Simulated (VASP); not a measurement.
Ba3Hf:

```
CELL_PARAMETERS angstrom
5.05985 0.00000 0.00000
0.00000 5.05985 0.00000
0.00000 0.00000 5.05985
ATOMIC_POSITIONS crystal
Ba 0.00000 0.50000 0.50000
Ba 0.50000 0.00000 0.50000
Ba 0.50000 0.50000 0.00000
Hf 0.00000 0.00000 0.00000
```

- Program: VASP 6.6.1
- Task: relaxation of cell and atoms
- Functional: PBE
- Potentials or basis: VASP PAW PBE potentials, release 64 (Ba_sv, Hf_pv)
- Cutoff: 600 eV
- k mesh: 4 × 4 × 4
- Occupations: gaussian, width 0.1 eV
- Spin: no spin polarisation

At the start: pressure 7.7 GPa; volume 32.39 Å³/atom.

Problem. Where does the relaxation end?

Solution. Over 4 steps the energy falls by 229.1 meV/atom and the volume is 44.55 Å³/atom (+37.6 %); space group Pm-3m (No. 221, to 0.1 Å) before and after.

Step by step:
```tsv
step	energy change (eV)	largest force (eV/Å)	pressure (GPa)	volume (Å³)
1	0.0000	0.0000	7.66	129.54
2	-0.8231	0.0000	1.79	160.80
3	-0.9132	0.0000	0.30	174.90
4	-0.9163	0.0000	0.00	178.21
```

Final structure:
```cif
data_structure
_symmetry_space_group_name_H-M 'P 1'
_symmetry_Int_Tables_number 1
_cell_length_a 5.6274
_cell_length_b 5.6274
_cell_length_c 5.6274
_cell_angle_alpha 90.000
_cell_angle_beta 90.000
_cell_angle_gamma 90.000
_cell_volume 178.21
loop_
_atom_site_label
_atom_site_type_symbol
_atom_site_fract_x
_atom_site_fract_y
_atom_site_fract_z
_atom_site_occupancy
Ba1 Ba 0.00000 0.50000 0.50000 1
Ba2 Ba 0.50000 0.00000 0.50000 1
Ba3 Ba 0.50000 0.50000 0.00000 1
Hf1 Hf 0.00000 0.00000 0.00000 1
```

Caveat: the volume moved by over 15 % at a fixed basis, so the end points are rough.
